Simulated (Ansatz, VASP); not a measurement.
# Sb in VASP and in Ansatz

```
Sb
1.0
     0.00000    2.10693    2.10693
     2.10693    0.00000    2.10693
     2.10693    2.10693    0.00000
Sb
1
Cartesian
  0.0000 0.0000 0.0000
```

Change from the starting cell: volume scaled by 0.68, LAPW.

Alike in both runs: task single point; functional PBE; k mesh 15 × 15 × 15; occupations fermi-dirac, width 0.08 eV; no spin polarisation.

|  | VASP | Ansatz |
| --- | --- | --- |
| version | VASP 6.6.1 | Ansatz 0.2.0 |
| potentials or method | VASP PAW PBE potentials, release 64 (Sb), cutoff 520 eV | all-electron LAPW, scalar-relativistic |

```csv
,VASP,Ansatz,Ansatz less VASP
pressure (GPa),54.9,54.4,-0.47
```

Both programs put the cell under a high pressure, so it lies far from rest at this level. Ansatz ran all-electron here, and VASP with PAW potentials.

Spin-orbit coupling is off throughout.
